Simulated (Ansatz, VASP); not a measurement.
# One calculation of NaCl, two programs

```
Na Cl
1.0
     2.86000    0.00000    0.00000
     0.00000    2.86000    0.00000
     0.00000    0.00000    2.91720
Na Cl
1 1
Direct
  0.00000 0.00000 0.00000
  0.50000 0.50000 0.50000
```

Change from the starting cell: zz strain of +2 %.

Alike in both runs: task single point; functional PBEsol; k mesh 8 × 8 × 8; occupations fermi-dirac, width 0.02 eV; no spin polarisation.

|  | VASP | Ansatz |
| --- | --- | --- |
| version | VASP 6.6.1 | Ansatz 0.2.0 |
| potentials or method | VASP PAW PBE potentials, release 64 (Na_pv, Cl), cutoff 500 eV | all-electron LAPW, scalar-relativistic |

VASP gave:

```
gap on the k mesh at the Fermi level (eV)                     : 4.19
pressure (GPa)                                                : 55.4
traceless stress, the component that is largest in VASP (GPa) : -3.17
```

Question: Which values does Ansatz return?

Answer: gap on the k mesh at the Fermi level (eV): 4.14; pressure (GPa): 54.8; traceless stress, the component that is largest in VASP (GPa): -3.19.

VASP's potentials were made for PBE, not for PBEsol. Both programs put the cell under a high pressure, so it lies far from rest at this level. Ansatz ran all-electron here, and VASP with PAW potentials.
